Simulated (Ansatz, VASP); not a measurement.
# BeTe: VASP beside Ansatz

Contents of INCAR:

```
SYSTEM = BeTe
ALGO = Normal ; EDIFF = 1E-7
ENCUT = 520 ; GGA = PE
ISIF = 2 ; ISMEAR = -1
LASPH = .TRUE. ; LCHARG = .TRUE.
LELF = .TRUE. ; LREAL = .FALSE.
LVHAR = .TRUE. ; LWAVE = .FALSE.
NBANDS = 11 ; NELM = 100
PREC = Accurate ; SIGMA = 0.1
```

The input KPOINTS:

```
k-points
0
G
  13 13 13
  0 0 0
```

POSCAR

```
BeTe
1.0
    0.0000000000      2.6292454075      2.6292454075
    2.6292454075      0.0000000000      2.6292454075
    2.6292454075      2.6292454075      0.0000000000
Be Te
1 1
Direct
    0.0000000000      0.0000000000      0.0000000000
    0.2500000000      0.2500000000      0.2500000000
```

Input for Ansatz:

```yaml
crystal:
  lattice:
    - [0.0, 2.6292454075, 2.6292454075]
    - [2.6292454075, 0.0, 2.6292454075]
    - [2.6292454075, 2.6292454075, 0.0]
  atoms:
    - { symbol: Be, position: [0.0, 0.0, 0.0] }
    - { symbol: Te, position: [0.25, 0.25, 0.25] }
kpoints:
  mp_grid: { grid: [13, 13, 13] }
scf:
  occupations: { method: fermi_dirac, width: 0.1 }
hamiltonian:
  xc: pbe
  pseudopotentials: { kind: all_electron, lapw: { basis_error: 0.001 } }
output:
  forces: true
  stress: true
  eigenvalues: true
  populations: true
```

Change from the starting cell: volume scaled by 0.8, LAPW.

Alike in both runs: task single point; functional PBE; k mesh 13 × 13 × 13; occupations fermi-dirac, width 0.1 eV; no spin polarisation.

|  | VASP | Ansatz |
| --- | --- | --- |
| version | VASP 6.6.1 | Ansatz 0.2.0 |
| potentials or method | VASP PAW PBE potentials, release 64 (Be, Te), cutoff 520 eV | all-electron LAPW, scalar-relativistic |

Ansatz gave:

| Quantity | Value |
| --- | --- |
| pressure (GPa) | 19.5 |

**Question.** What did VASP give for the same quantities?

**Answer.** Pressure (GPa): 19.9.

Ansatz ran all-electron here, and VASP with PAW potentials.

Neither program's run includes spin-orbit coupling.
